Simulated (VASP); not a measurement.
Input of a VASP 6.6.1 run:

The input POSCAR:

```
WS
1.0
    3.0078900000      0.0000000000      0.0000000000
    0.0000000000      3.0078900000      0.0000000000
    0.0000000000      0.0000000000      3.0078900000
W S
1 1
Direct
    0.5000000000      0.5000000000      0.5000000000
    0.0000000000      0.0000000000      0.0000000000
```

Contents of INCAR.step1:

```
SYSTEM = WS
PREC = Accurate ; ENCUT = 520
EDIFF = 1E-5 ; ISMEAR = -1
SIGMA = 0.05 ; LREAL = .FALSE.
LASPH = .TRUE. ; NELM = 80
ALGO = Normal ; ISIF = 2
LWAVE = .TRUE. ; LCHARG = .FALSE.
NBANDS = 17 ; GGA = PE
```

The input INCAR.step2:

```
SYSTEM = WS
PREC = Accurate ; ENCUT = 520
EDIFF = 1E-6 ; ISMEAR = -1
SIGMA = 0.05 ; LREAL = .FALSE.
LASPH = .TRUE. ; NELM = 80
ALGO = Normal ; ISIF = 2
LWAVE = .FALSE. ; LCHARG = .FALSE.
METAGGA = R2SCAN ; LHFCALC = .TRUE.
AEXX = 0.25 ; LMIXTAU = .TRUE.
PRECFOCK = Normal ; NBANDS = 17
ISTART = 1
```

File KPOINTS:

```
Automatic mesh
0
G
  5 5 5
  0 0 0
```

Potentials or basis: VASP PAW PBE potentials, release 64 (W_sv, S).

Launch:

```sh
$ cat potpaw_PBE.64/W_sv/POTCAR potpaw_PBE.64/S/POTCAR > POTCAR
$ cp INCAR.step1 INCAR
$ mpirun -np 1 vasp_std > vasp.out
$ cp INCAR.step2 INCAR
$ mpirun -np 1 vasp_std > vasp.out
```

**Question.** Predict the band gap on the k mesh.

**Answer.** Zero (band 10 reaches 14.81 eV, above the bottom of band 11 at 11.76 eV).

**Question.** Estimate the pressure.

**Answer.** -10.2 GPa.

Caveat: the k points lie up to 0.42 Å⁻¹ apart; the PAW data sets were made with another functional, which shifts forces and pressure a little; spin-orbit coupling is left out, which moves the levels of the heavy elements.
